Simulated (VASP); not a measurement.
# GaAs (F-43m) in VASP: settings compared, part 2 of 2

VASP 6.6.1. The steps go on from the part before.

## Step 5: Single point, r2SCAN, non-collinear spin, zero start, spin-orbit coupling

This run uses another cell than the first one, of 23.94 Å³/atom, 1.060 times its volume.

POSCAR

```
GaAs
1.0
    0.0000000000      2.8822925071      2.8822925071
    2.8822925071      0.0000000000      2.8822925071
    2.8822925071      2.8822925071      0.0000000000
As Ga
1 1
Direct
    0.7500000000      0.7500000000      0.7500000000
    0.0000000000      0.0000000000      0.0000000000
```

INCAR.step1

```
SYSTEM = GaAs
ALGO = Normal ; EDIFF = 1E-4
ENCUT = 520 ; GGA = PE
GGA_COMPAT = .FALSE. ; ISMEAR = -1
LASPH = .TRUE. ; LCHARG = .FALSE.
LREAL = .FALSE. ; LSORBIT = .TRUE.
LWAVE = .TRUE. ; MAGMOM = 0 0 0 0 0 0
NBANDS = 30 ; NELM = 150
PREC = Accurate ; SIGMA = 0.05
```

INCAR.step2

```
SYSTEM = GaAs
ALGO = Normal ; EDIFF = 1E-6
ENCUT = 520 ; GGA_COMPAT = .FALSE.
ISIF = 2 ; ISMEAR = -1
ISTART = 1 ; LASPH = .TRUE.
LCHARG = .TRUE. ; LMIXTAU = .TRUE.
LORBIT = 11 ; LORBMOM = .TRUE.
LREAL = .FALSE. ; LSORBIT = .TRUE.
LVHAR = .TRUE. ; LWAVE = .FALSE.
MAGMOM = 0 0 0 0 0 0 ; METAGGA = R2SCAN
NBANDS = 30 ; NELM = 150
PREC = Accurate ; SIGMA = 0.05
```

KPOINTS

```
k-points
0
G
  8 8 8
  0 0 0
```

Potentials or basis: VASP PAW PBE potentials, release 64 (As, Ga_d).

Command:

```bash
cat potpaw_PBE.64/As/POTCAR potpaw_PBE.64/Ga_d/POTCAR > POTCAR
cp INCAR.step1 INCAR
mpirun -np 1 vasp_ncl > vasp.out
cp INCAR.step2 INCAR
mpirun -np 1 vasp_ncl > vasp.out
```

OUTCAR:

```text
SYSTEM = GaAs
   EDIFF = 1E-6
   ENCUT = 520
   ISIF = 2
   ISMEAR = -1
   ISTART = 1
   LASPH = .TRUE.
   LORBIT = 11
   LREAL = .FALSE.
   LSORBIT = .TRUE.
   METAGGA = R2SCAN
   NELM = 150
   PREC = Accurate

 ion  position               nearest neighbor table
   1  0.750  0.750  0.750-   2 2.50   2 2.50   2 2.50   2 2.50
   2  0.000  0.000  0.000-   1 2.50   1 2.50   1 2.50   1 2.50

  LATTYP: Found a face centered cubic cell.
 ALAT       =     5.7645850142

  Lattice vectors:

 A1 = (   0.0000000000,   2.8822925071,   2.8822925071)
 A2 = (   2.8822925071,   0.0000000000,   2.8822925071)
 A3 = (   2.8822925071,   2.8822925071,   0.0000000000)

Analysis of symmetry for initial positions (statically):
=====================================================================
 Subroutine PRICEL returns:
 Original cell was already a primitive cell.

 Routine SETGRP: Setting up the symmetry group for a
 face centered cubic supercell.

 Subroutine GETGRP returns: Found 24 space group operations
 (whereof 24 operations were pure point group operations)
 out of a pool of 48 trial point group operations.

The static configuration has the point symmetry T_d .

Analysis of symmetry for dynamics (positions and initial velocities):
=====================================================================
 Subroutine PRICEL returns:
 Original cell was already a primitive cell.

 Routine SETGRP: Setting up the symmetry group for a
 face centered cubic supercell.

 Subroutine GETGRP returns: Found 24 space group operations
 (whereof 24 operations were pure point group operations)
 out of a pool of 48 trial point group operations.

The dynamic configuration has the point symmetry T_d .

Analysis of structural, dynamic, and magnetic symmetry:
=====================================================================
 Subroutine PRICEL returns:
 Original cell was already a primitive cell.

 Routine SETGRP: Setting up the symmetry group for a
 face centered cubic supercell.

 Subroutine GETGRP returns: Found 24 space group operations
 (whereof 24 operations were pure point group operations)
 out of a pool of 48 trial point group operations.

The overall configuration has the point symmetry T_d .

 Subroutine INISYM returns: Found 24 space group operations
 (whereof 24 operations are pure point group operations),
 and found     1 'primitive' translations

----------------------------------------------------------------------------------------

                                     Primitive cell

  volume of cell :      47.8899

  direct lattice vectors                    reciprocal lattice vectors
     0.000000000  2.882292507  2.882292507    -0.173473025  0.173473025  0.173473025
     2.882292507  0.000000000  2.882292507     0.173473025 -0.173473025  0.173473025
     2.882292507  2.882292507  0.000000000     0.173473025  0.173473025 -0.173473025

  length of vectors
     4.076177154  4.076177154  4.076177154     0.300464093  0.300464093  0.300464093

  position of ions in fractional coordinates (direct lattice)
     0.750000000  0.750000000  0.750000000
     0.000000000  0.000000000  0.000000000

  ion indices of the primitive-cell ions
   primitive index   ion index
[... 932 lines left out ...]
  -------------------------------------------------------------------------------------
  Total       -0.9709357     -0.9709357     -0.9709357      0.0000000     -0.0000000      0.0000000
  in kB      -32.4830574    -32.4830574    -32.4830574      0.0000000     -0.0000000      0.0000000
  external PRESSURE =     -32.4830574 kB  Pullay stress =       0.0000000 kB

 VOLUME and BASIS-vectors are now :
 -----------------------------------------------------------------------------
  energy-cutoff  :      520.00
  volume of cell :       47.89
      direct lattice vectors                 reciprocal lattice vectors
     0.000000000  2.882292507  2.882292507    -0.173473025  0.173473025  0.173473025
     2.882292507  0.000000000  2.882292507     0.173473025 -0.173473025  0.173473025
     2.882292507  2.882292507  0.000000000     0.173473025  0.173473025 -0.173473025

 POSITION                                       TOTAL-FORCE (eV/Angst)
 -----------------------------------------------------------------------------------
      4.32344      4.32344      4.32344        -0.000000     -0.000000     -0.000000
      0.00000      0.00000      0.00000         0.000000      0.000000      0.000000
 -----------------------------------------------------------------------------------
    total drift:                                0.000002      0.000002      0.000001

  FREE ENERGIE OF THE ION-ELECTRON SYSTEM (eV)
  ---------------------------------------------------
  free  energy   TOTEN  =       -27.0449904927 eV

  energy  without entropy=      -27.0449493140  energy(sigma->0) =      -27.04496990

 orbital moment (x)

 # of ion     p       d       tot
 ----------------------------------------
  1        -0.000   0.000  -0.000
  2        -0.000   0.000   0.000
 ----------------------------------------
           -0.000   0.000  -0.000

 orbital moment (y)

 # of ion     p       d       tot
 ----------------------------------------
  1        -0.000   0.000  -0.000
  2        -0.000   0.000  -0.000
 ----------------------------------------
           -0.000   0.000  -0.000

 orbital moment (z)

 # of ion     p       d       tot
 ----------------------------------------
  1        -0.000   0.000  -0.000
  2         0.000  -0.000   0.000
 ----------------------------------------
           -0.000  -0.000  -0.000

 Spin-Orbit-Coupling matrix elements

 Ion:    1  E_soc:     -0.0230938
 l=   1
     0.0000000    -0.0038420    -0.0038420
    -0.0038420     0.0000000    -0.0038420
    -0.0038420    -0.0038420     0.0000000
 l=   2
     0.0000000    -0.0000036     0.0000000    -0.0000036    -0.0000034
    -0.0000036     0.0000000    -0.0000025    -0.0000036    -0.0000008
     0.0000000    -0.0000025     0.0000000    -0.0000025     0.0000000
    -0.0000036    -0.0000036    -0.0000025     0.0000000    -0.0000008
    -0.0000034    -0.0000008     0.0000000    -0.0000008     0.0000000
 l=   3
     0.0000000     0.0000000     0.0000000     0.0000000     0.0000000     0.0000000     0.0000000
     0.0000000     0.0000000     0.0000000     0.0000000     0.0000000     0.0000000     0.0000000
     0.0000000     0.0000000     0.0000000     0.0000000     0.0000000     0.0000000     0.0000000
     0.0000000     0.0000000     0.0000000     0.0000000     0.0000000     0.0000000     0.0000000
     0.0000000     0.0000000     0.0000000     0.0000000     0.0000000     0.0000000     0.0000000
     0.0000000     0.0000000     0.0000000     0.0000000     0.0000000     0.0000000     0.0000000
     0.0000000     0.0000000     0.0000000     0.0000000     0.0000000     0.0000000     0.0000000

 Ion:    2  E_soc:     -0.0111047
 l=   1
     0.0000000    -0.0010508    -0.0010508
    -0.0010508     0.0000000    -0.0010508
    -0.0010508    -0.0010508     0.0000000
 l=   2
     0.0000000    -0.0001593     0.0000000    -0.0001593    -0.0006406
    -0.0001593     0.0000000    -0.0004804    -0.0001593    -0.0001601
     0.0000000    -0.0004804     0.0000000    -0.0004804     0.0000000
    -0.0001593    -0.0001593    -0.0004804     0.0000000    -0.0001601
    -0.0006406    -0.0001601     0.0000000    -0.0001601     0.0000000
 l=   3
     0.0000000     0.0000000     0.0000000     0.0000000     0.0000000     0.0000000     0.0000000
     0.0000000     0.0000000     0.0000000     0.0000000     0.0000000     0.0000000     0.0000000
     0.0000000     0.0000000     0.0000000     0.0000000     0.0000000     0.0000000     0.0000000
     0.0000000     0.0000000     0.0000000     0.0000000     0.0000000     0.0000000     0.0000000
     0.0000000     0.0000000     0.0000000     0.0000000     0.0000000     0.0000000     0.0000000
     0.0000000     0.0000000     0.0000000     0.0000000     0.0000000     0.0000000     0.0000000
     0.0000000     0.0000000     0.0000000     0.0000000     0.0000000     0.0000000     0.0000000

 total charge

# of ion       s       p       d       tot
------------------------------------------
    1        1.208   1.597   0.028   2.833
    2        0.847   0.740   9.988  11.575
--------------------------------------------------
tot          2.055   2.337  10.017  14.408

 magnetization (x)

# of ion       s       p       d       tot
------------------------------------------
    1       -0.000   0.000   0.000   0.000
    2       -0.000   0.000   0.000  -0.000
--------------------------------------------------
tot         -0.000   0.000   0.000  -0.000

 magnetization (y)

# of ion       s       p       d       tot
------------------------------------------
    1       -0.000   0.000   0.000   0.000
    2        0.000   0.000   0.000   0.000
--------------------------------------------------
tot          0.000   0.000   0.000   0.000

 magnetization (z)

# of ion       s       p       d       tot
------------------------------------------
    1       -0.000  -0.000   0.000  -0.000
    2        0.000  -0.000   0.000  -0.000
--------------------------------------------------
tot          0.000  -0.000   0.000  -0.000
```

It used 1000 s of CPU time on 1 thread of AMD EPYC 7R13 Processor (Zen 3) (shared host).

Results:

| Item | Value |
| --- | --- |
| Free energy | -27.0450 eV |
| Pressure | -3.2 GPa |
| Net moment | 0.00 μB per cell |
| Valence electrons inside the program's atomic spheres | As 2.83; Ga 11.57 |

Moments on the atoms (μB; x, y, z):
```
As  0.00 0.00 0.00
Ga  0.00 0.00 0.00
```

Caveat: the PAW data sets were made with another functional, which shifts forces and pressure a little.

## Step 6: Overview

```csv
level,potentials or basis,spin,cell,k mesh,cutoff (eV),second run,grid for exact exchange (PRECFOCK),pressure (GPa),moment (μB)
PBE,"VASP PAW PBE potentials, release 64 (As, Ga_d)","non-collinear, zero start, SOC","a = 3.998 Å, angles 60.0°, 2 atoms",8 × 8 × 8,520,-,-,3.4,0.00
BLYP,"VASP PAW PBE potentials, release 64 (As_d, Ga_d)",off,"a = 4.050 Å, angles 60.0°, 2 atoms",8 × 8 × 8,600,valence_matched,-,4.0,-
B3LYP,"VASP PAW PBE potentials, release 64 (As, Ga_d)",off,"a = 3.998 Å, angles 60.0°, 2 atoms",4 × 4 × 4,520,-,Normal,4.4,-
r2SCAN,"VASP PAW PBE potentials, release 64 (As, Ga_d)","non-collinear, zero start, SOC","a = 4.076 Å, angles 60.0°, 2 atoms",8 × 8 × 8,520,-,-,-3.2,0.00
```

Alike in all rows: task single point; smearing fermi-dirac 0.05 eV.

Caveats: some runs use coarse meshes; the PAW data sets were made with another functional, which shifts forces and pressure a little (some runs).

Absolute energies hang on the potentials; compare differences alone.
